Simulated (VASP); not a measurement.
Here is a VASP 6.6.1 calculation.

INCAR

```
SYSTEM = Ir
ALGO = Normal ; EDIFF = 1E-6
ENCUT = 520 ; GGA = PS
ISIF = 2 ; ISMEAR = 0
ISPIN = 2 ; LASPH = .TRUE.
LCHARG = .FALSE. ; LMAXMIX = 4
LORBIT = 11 ; LREAL = .FALSE.
LWAVE = .FALSE. ; MAGMOM = 0.2 0.2
NBANDS = 20 ; NELM = 150
NUPDOWN = 0.4 ; PREC = Accurate
SIGMA = 0.15
```

Contents of KPOINTS:

```
k-points
0
G
  21 21 12
  0 0 0
```

Contents of POSCAR:

```
Ir
1.0
    2.5448121180      0.0000000000      0.0000000000
   -1.2724060590      2.2038719420      0.0000000000
    0.0000000000      0.0000000000      4.1259244814
Ir
2
Direct
    0.6666666667      0.3333333333      0.7500000000
    0.3333333333      0.6666666667      0.2500000000
```

Potentials or basis: VASP PAW PBE potentials, release 64 (Ir).

Launch:

```sh
$ cat potpaw_PBE.64/Ir/POTCAR > POTCAR
$ mpirun -np 1 vasp_std > vasp.out
```

(1) Predict the pressure.

## Answers

(1) 129.1 GPa.

Caveat: the PAW data sets were made with another functional, which shifts forces and pressure a little; the total moment is fixed, so each spin has its own Fermi level.
